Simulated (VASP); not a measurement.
# Li7S3 (R-3m) in VASP: further runs

Li7S3 is run at these levels: PBE; tasks: single point, relaxation of cell and atoms.

Program: VASP 6.6.1. These are calculated values, not measurements. Logs are shortened: lines on timing, memory, paths and dates and some standing lists are left out, and cuts for length are marked.

### Step 1. The cell of the first run

It takes space group R-3m (No. 166, trigonal). Conventional cell: a = 7.153 Å, b = 7.153 Å, c = 27.518 Å, α = 90.00°, β = 90.00°, γ = 120.00°. Within 3.1 Å of Li (site symmetry -3m) lie 2 S at 2.31 Å. Li (site symmetry m) has 2 S at 2.36 Å and 2 Li at 3.07 Å within 3.1 Å. Within 3.1 Å of S (site symmetry 3m) lie 4 Li at 2.31 to 2.36 Å. Within 3.1 Å of S (site symmetry -3m) lie 6 Li at 2.36 Å.

### Step 2. Single point, PBE

INCAR

```
SYSTEM = Li7S3
PREC = Accurate
ENCUT = 520
EDIFF = 1E-7
ISMEAR = 0
SIGMA = 0.1
LREAL = .FALSE.
LASPH = .TRUE.
NELM = 60
ALGO = Normal
ISIF = 2
LWAVE = .FALSE.
LCHARG = .FALSE.
GGA = PE
NBANDS = 30
```

KPOINTS

```
regular mesh
0
G
  3 3 3
  0 0 0
```

POSCAR

```
Li7S3
1.0
    3.5767105600      2.0650148100      9.1727078600
   -3.5767105600      2.0650148100      9.1727078600
    0.0000000000     -4.1300296100      9.1727078600
Li S
7 3
Direct
    0.5000000000      0.5000000000      0.5000000000
    0.2080320600      0.2080320600      0.7080320600
    0.7080320600      0.2080320600      0.2080320600
    0.2080320600      0.7080320600      0.2080320600
    0.7919679400      0.2919679400      0.7919679400
    0.2919679400      0.7919679400      0.7919679400
    0.7919679400      0.7919679400      0.2919679400
    0.4160641100      0.4160641100      0.4160641100
    0.5839358900      0.5839358900      0.5839358900
    0.0000000000      0.0000000000      0.0000000000
```

Potentials or basis: VASP PAW PBE potentials, release 64 (Li_sv, S).

Started as:

```sh
$ cat potpaw_PBE.64/Li_sv/POTCAR potpaw_PBE.64/S/POTCAR > POTCAR
$ mpirun -np 1 vasp_std > vasp.out
```

OUTCAR:

```text
SYSTEM = Li7S3
   PREC = Accurate
   ENCUT = 520
   EDIFF = 1E-7
   ISMEAR = 0
   LREAL = .FALSE.
   LASPH = .TRUE.
   NELM = 60
   ISIF = 2
   GGA = PE

 ion  position               nearest neighbor table
   1  0.500  0.500  0.500-   8 2.31   9 2.31
   2  0.208  0.208  0.708-   8 2.36  10 2.36
   3  0.708  0.208  0.208-   8 2.36  10 2.36
   4  0.208  0.708  0.208-   8 2.36  10 2.36
   5  0.792  0.292  0.792-   9 2.36  10 2.36
   6  0.292  0.792  0.792-   9 2.36  10 2.36
   7  0.792  0.792  0.292-   9 2.36  10 2.36
   8  0.416  0.416  0.416-   1 2.31   3 2.36   4 2.36   2 2.36
   9  0.584  0.584  0.584-   1 2.31   5 2.36   6 2.36   7 2.36
  10  0.000  0.000  0.000-   3 2.36   4 2.36   5 2.36   6 2.36   2 2.36   7 2.36

  LATTYP: Found a trigonal (rhomboedric) cell.
 ALAT       =    10.0596080481
 COS(alpha) =     0.7471660027

  Lattice vectors:

 A1 = (   3.5767105600,   2.0650148100,   9.1727078600)
 A2 = (  -3.5767105600,   2.0650148100,   9.1727078600)
 A3 = (   0.0000000000,  -4.1300296100,   9.1727078600)

Analysis of symmetry for initial positions (statically):
=====================================================================
 Subroutine PRICEL returns:
 Original cell was already a primitive cell.

 Routine SETGRP: Setting up the symmetry group for a
 trigonal (rhombohedral) supercell.

 Subroutine GETGRP returns: Found 12 space group operations
 (whereof 12 operations were pure point group operations)
 out of a pool of 12 trial point group operations.

The static configuration has the point symmetry D_3d.

Analysis of symmetry for dynamics (positions and initial velocities):
=====================================================================
 Subroutine PRICEL returns:
 Original cell was already a primitive cell.

 Routine SETGRP: Setting up the symmetry group for a
 trigonal (rhombohedral) supercell.

 Subroutine GETGRP returns: Found 12 space group operations
 (whereof 12 operations were pure point group operations)
 out of a pool of 12 trial point group operations.

The dynamic configuration has the point symmetry D_3d.

 Subroutine INISYM returns: Found 12 space group operations
 (whereof 12 operations are pure point group operations),
 and found     1 'primitive' translations

----------------------------------------------------------------------------------------

[... 97 lines left out ...]
   POTIM  = 0.5000    time-step for ionic-motion
   TEBEG  =    0.0;   TEEND  =   0.0 temperature during run
   PSTRESS=    0.0 pullay stress
   NELECT =      39.0000    total number of electrons
   NUPDOWN=      -1.0000    fix difference up-down
   EMIN   =  10.00;   EMAX   =-10.00  energy-range for DOS
   EFERMI =   0.00;   METHOD = LEGACY
   ISMEAR =     0;   SIGMA  =   0.10  broadening in eV -4-tet -1-fermi 0-gaus
   EFERMI_NEDOS =   21; number of points for ismear=-14 and -15
   IALGO  =     38    algorithm
   IMIX   =      4    mixing-type and parameters
     AMIX     =   0.40;   BMIX     =  1.00
     AMIX_MAG =   1.60;   BMIX_MAG =  1.00
  volume/ion in A,a.u.               =      40.65       274.32
  Fermi-wavevector in a.u.,A,eV,Ry     =   0.749453  1.416261  7.642119  0.561680
  Thomas-Fermi vector in A             =   1.845976
   LORBIT       =      0    0 simple, 1 ext, 2 COOP (PROOUT), +10 PAW based schemes
   GGA     = PE    functional components
   LHFCALC =     F    Hartree Fock is set to
   AEXX    =    0.0000 exact exchange contribution
   IVDW    =     0    specifies the selected vdW correction
   LEPSILON=     F    determine dielectric tensor
   LRPA    =     F    only Hartree local field effects (RPA)
 non-spin polarized calculation
 Gauss-broadening in eV      SIGMA  =   0.10
  energy-cutoff  :      520.00
  volume of cell :      406.50
 maximum number of plane-waves:     10957
 NGX is ok and might be reduce to    80
   NGX = 37   NGY = 37   NGZ = 37

 number of electron      39.0000009 magnetization

 Free energy of the ion-electron system (eV)
  ---------------------------------------------------
  ext. energy  EPLUGINS =         0.00000000
  ---------------------------------------------------
  free energy    TOTEN  =       -34.01400179 eV

  energy without entropy =      -33.98478703  energy(sigma->0) =      -33.99939441

 E-fermi :   0.3017     XC(G=0):  -4.8610

 val. band max:        0.2731299595   @ k =   0.3333   0.3333  -0.0000
 cond. band min:       0.3488131449   @ k =  -0.3333   0.3333   0.3333
 fundamental gap:      0.0756831854
 Fermi energy:         0.3016591241

 k-point     1 :       0.0000    0.0000    0.0000
  band No.  band energies     occupation
      1     -47.5694      2.00000
      2     -47.5660      2.00000
      3     -47.5660      2.00000
      4     -47.5630      2.00000
      5     -47.5629      2.00000
      6     -47.5629      2.00000
[... 187 lines left out ...]
     29       3.5426      0.00000
     30       3.7712      0.00000

------------------------ aborting loop because EDIFF is reached ----------------------------------------

  FORCE on cell =-STRESS in cart. coord.  units (eV):
  Direction    XX          YY          ZZ          XY          YZ          ZX
  --------------------------------------------------------------------------------------
  -------------------------------------------------------------------------------------
  Total       -2.2117784     -2.2117784     -0.7773323      0.0000000     -0.0000000      0.0000000
  in kB       -8.7175895     -8.7175895     -3.0638079      0.0000000     -0.0000000      0.0000000
  external PRESSURE =      -6.8329956 kB  Pullay stress =       0.0000000 kB

 VOLUME and BASIS-vectors are now :
 -----------------------------------------------------------------------------
  energy-cutoff  :      520.00
  volume of cell :      406.50
      direct lattice vectors                 reciprocal lattice vectors
     3.576710560  2.065014810  9.172707860     0.139793252  0.080709671  0.036339687
    -3.576710560  2.065014810  9.172707860    -0.139793252  0.080709671  0.036339687
     0.000000000 -4.130029610  9.172707860     0.000000000 -0.161419343  0.036339687

 POSITION                                       TOTAL-FORCE (eV/Angst)
 -----------------------------------------------------------------------------------
      0.00000      0.00000     13.75906         0.000000      0.000000     -0.000000
      0.00000     -2.06501     10.31101         0.000000      0.504528      0.379621
      1.78836      1.03251     10.31101        -0.436934     -0.252264      0.379621
     -1.78836      1.03251     10.31101         0.436934     -0.252264      0.379621
      1.78836     -1.03251     17.20712        -0.436934      0.252264     -0.379621
     -1.78836     -1.03251     17.20712         0.436934      0.252264     -0.379621
      0.00000      2.06501     17.20712         0.000000     -0.504528     -0.379621
      0.00000      0.00000     11.44930         0.000000     -0.000000     -0.373276
      0.00000      0.00000     16.06882         0.000000      0.000000      0.373276
      0.00000      0.00000      0.00000        -0.000000      0.000000     -0.000000
 -----------------------------------------------------------------------------------
    total drift:                               -0.000000     -0.000000      0.000000

  FREE ENERGIE OF THE ION-ELECTRON SYSTEM (eV)
  ---------------------------------------------------
  free  energy   TOTEN  =       -34.0140017889 eV

  energy  without entropy=      -33.9847870328  energy(sigma->0) =      -33.99939441
```

stdout:

```text
POSCAR found type information on POSCAR LiS
 POSCAR found :  2 types and      10 ions
 scaLAPACK will be used
 LDA part: xc-table for (Slater+PW92), standard interpolation
 POSCAR, INCAR and KPOINTS ok, starting setup
 FFT: planning ... GRIDC
 FFT: planning ... GRID_SOFT
 FFT: planning ... GRID
 WAVECAR not read
 entering main loop
```

It took 11 min on 1 thread of Intel Xeon 8259CL, shared host; peak memory 0.87 GiB.

What came out:

```yaml
Free_energy: -34.0140 eV
Largest_force: 0.631 eV/Å
```

Forces in eV/Å, atoms in the order of the input:
```
Li   0.000  0.000  0.000
Li   0.000  0.505  0.380
Li  -0.437 -0.252  0.380
Li   0.437 -0.252  0.380
Li  -0.437  0.252 -0.380
Li   0.437  0.252 -0.380
Li   0.000 -0.505 -0.380
S    0.000  0.000 -0.373
S    0.000  0.000  0.373
S    0.000  0.000  0.000
```

Caveat: the cutoff is under 1.25 times the usual one of these potentials, so pressure, stress and relaxed cells hold a basis-set (Pulay) error.

### Step 3. Single point, PBE

This run uses another cell than the first one, of 37.48 Å³/atom, 0.922 times its volume.

INCAR

```
ALGO = Normal
EDIFF = 1E-6
ENCUT = 520
GGA = PE
ISIF = 2
ISMEAR = 0
LASPH = T
LCHARG = T
LELF = T
LREAL = F
LVHAR = T
LWAVE = F
NBANDS = 30
NELM = 100
PREC = Accurate
SIGMA = 0.1
```

KPOINTS

```
k-points
0
Gamma
  6 6 6
```

POSCAR

```
Li7S3
1.0
    3.3483151339      1.9331506439      9.6518671333
   -3.3483151339      1.9331506439      9.6518671333
    0.0000000000     -3.8663012877      9.6518671333
Li S
7 3
Direct
    0.5000000000      0.5000000000      0.5000000000
    0.2178205900      0.2178205900      0.6997771815
    0.6997771815      0.2178205900      0.2178205900
    0.2178205900      0.6997771815      0.2178205900
    0.7821794100      0.3002228185      0.7821794100
    0.3002228185      0.7821794100      0.7821794100
    0.7821794100      0.7821794100      0.3002228185
    0.4218638382      0.4218638382      0.4218638382
    0.5781361618      0.5781361618      0.5781361618
    0.0000000000      0.0000000000      0.0000000000
```

Potentials or basis: VASP PAW PBE potentials, release 64 (Li_sv, S).

Started as:

```sh
$ cat potpaw_PBE.64/Li_sv/POTCAR potpaw_PBE.64/S/POTCAR > POTCAR
$ mpirun -np 1 vasp_std > vasp.out
```

Run time: 11 min. Hardware: 1 thread of Intel Xeon 6975P-C (Granite Rapids), shared host; peak memory 1 GiB.

It converged, with:

| Item | Value |
| --- | --- |
| Free energy | -34.3436 eV |
| Largest force | 0.009 eV/Å |

Forces in eV/Å, atoms in the order of the input:
```
Li   0.000  0.000  0.000
Li   0.000 -0.005 -0.005
Li   0.004  0.002 -0.005
Li  -0.004  0.002 -0.005
Li   0.004 -0.002  0.005
Li  -0.004 -0.002  0.005
Li   0.000  0.005  0.005
S    0.000  0.000  0.009
S    0.000  0.000 -0.009
S    0.000  0.000  0.000
```

Levels at points of the mesh, in eV from the Fermi level:
| k point | band 18 | band 19 | band 20 | band 21 | band 22 | band 23 |
| --- | --- | --- | --- | --- | --- | --- |
| (0.00, 0.00, 0.00) | -3.28 | -3.28 | -0.74 | 0.85 | 0.88 | 0.88 |
| (0.50, 0.00, 0.00) | -3.33 | -3.30 | 0.10 | 0.50 | 1.29 | 1.82 |
| (0.50, 0.50, 0.00) | -3.38 | -3.27 | 0.12 | 0.60 | 1.17 | 1.91 |
| (0.50, 0.50, 0.50) | -3.23 | -3.23 | -0.59 | 0.67 | 0.86 | 0.86 |

Caveat: the cutoff is under 1.25 times the usual one of these potentials, so pressure, stress and relaxed cells hold a basis-set (Pulay) error.

### Step 4. Relaxation of cell and atoms, PBE

This run uses another cell than the first one, of 37.42 Å³/atom, 0.921 times its volume.

INCAR

```
PREC     = Accurate       # precision mode
ENCUT    = 600            # plane-wave cutoff, eV
EDIFF    = 1E-6           # SCF threshold, eV
ISMEAR   = 0              # smearing method
SIGMA    = 0.1            # smearing width, eV
LREAL    = False          # projectors in reciprocal space
LASPH    = True           # aspherical terms in the spheres
NELM     = 100            # most SCF steps
ALGO     = Normal         # electronic algorithm
ISIF     = 3              # what is computed and relaxed
LWAVE    = False          # write WAVECAR
LCHARG   = False          # write CHGCAR
GGA      = PE             # functional
IBRION   = 2              # ionic algorithm
NSW      = 100            # ionic steps
EDIFFG   = -0.01          # ionic threshold
```

KPOINTS

```
Automatic mesh
0
Gamma
  6 6 6
```

POSCAR

```
Li7S3
1.0
    3.3503062127      1.9343001938      9.6242470339
   -3.3503062127      1.9343001938      9.6242470339
    0.0000000000     -3.8686003875      9.6242470339
Li S
7 3
Direct
    0.5000000000      0.5000000000      0.5000000000
    0.2180592238      0.2180592238      0.6980367456
    0.6980367456      0.2180592238      0.2180592238
    0.2180592238      0.6980367456      0.2180592238
    0.7819407762      0.3019632544      0.7819407762
    0.3019632544      0.7819407762      0.7819407762
    0.7819407762      0.7819407762      0.3019632544
    0.4218518626      0.4218518626      0.4218518626
    0.5781481374      0.5781481374      0.5781481374
    0.0000000000      0.0000000000      0.0000000000
```

Started as:

```sh
$ cat potpaw_PBE.64/Li_sv/POTCAR potpaw_PBE.64/S/POTCAR > POTCAR
$ mpirun -np 1 vasp_std > vasp.out
```

It took 47 min on 1 thread of Intel Xeon 6975P-C (Granite Rapids), shared host; peak memory 1.4 GiB.

It converged, with:

```yaml
Free_energy: -34.3439 eV
Relaxed_volume: 37.30 Å³/atom
Relaxed_cell: a = 10.421 Å, b = 10.421 Å, c = 10.421 Å, α = 37.33°, β = 37.33°, γ = 37.33°
Space_group_after_relaxing_to_0.05_Å: R-3m (No. 166)
Energy_gained_by_relaxing: 0.2 meV/atom
Ionic_steps: 8
Pressure_after_relaxing: 0.0 GPa
```

The path:
```csv
step,energy change (eV),largest force (eV/Å),pressure (GPa),volume (Å³)
1,0.0000,0.0210,0.02,374.22
2,-0.0004,0.0183,0.01,374.48
3,-0.0008,0.0258,-0.02,375.07
4,-0.0010,0.0199,-0.03,374.74
5,-0.0013,0.0202,0.00,373.76
6,-0.0015,0.0103,0.01,373.30
7,-0.0015,0.0194,0.02,372.79
8,-0.0016,0.0015,0.01,373.05
```

Final structure:
```
Li S
1.0
     3.33484    1.92537    9.68327
    -3.33484    1.92537    9.68327
     0.00000   -3.85074    9.68327
Li S
7 3
Direct
  0.50000 0.50000 0.50000
  0.21789 0.21789 0.69960
  0.69960 0.21789 0.21789
  0.21789 0.69960 0.21789
  0.78211 0.30040 0.78211
  0.30040 0.78211 0.78211
  0.78211 0.78211 0.30040
  0.42214 0.42214 0.42214
  0.57786 0.57786 0.57786
  0.00000 0.00000 0.00000
```

Levels at points of the mesh, in eV from the Fermi level:
```tsv
k point	band 16	band 17	band 18	band 19	band 20	band 21	band 22	band 23	band 24	band 25
(0.00, 0.00, 0.00)	-3.31	-3.31	-3.26	-3.26	-0.74	0.85	0.90	0.90	1.21	2.95
(0.50, 0.00, 0.00)	-3.48	-3.35	-3.31	-3.28	0.10	0.51	1.31	1.85	2.13	2.18
(0.50, 0.50, 0.00)	-3.43	-3.38	-3.37	-3.25	0.11	0.60	1.20	1.94	2.02	2.13
(0.50, 0.50, 0.50)	-3.36	-3.36	-3.21	-3.21	-0.59	0.68	0.88	0.88	1.14	2.43
```

Caveat: the cutoff is under 1.25 times the usual one of these potentials, so pressure, stress and relaxed cells hold a basis-set (Pulay) error.

### Step 5. The runs side by side

```csv
task,cell,k mesh,cutoff (eV),gap on the mesh (eV),largest force (eV/Å)
single point,"a = 10.060 Å, angles 41.7°, 10 atoms",3 × 3 × 3,520,none,0.63
single point,"a = 10.397 Å, angles 37.6°, 10 atoms",6 × 6 × 6,520,none,0.01
relaxation of cell and atoms,"relaxed from a = 10.373 Å, angles 37.7°, 10 atoms",6 × 6 × 6,600,none,-
```

Alike in all rows: level PBE; potentials or basis VASP PAW PBE potentials, release 64 (Li_sv, S); no spin polarisation; smearing gaussian 0.1 eV.

Caveats: the cutoff is under 1.25 times the usual one of these potentials, so pressure, stress and relaxed cells hold a basis-set (Pulay) error.

Absolute energies hang on the potentials; compare differences alone.
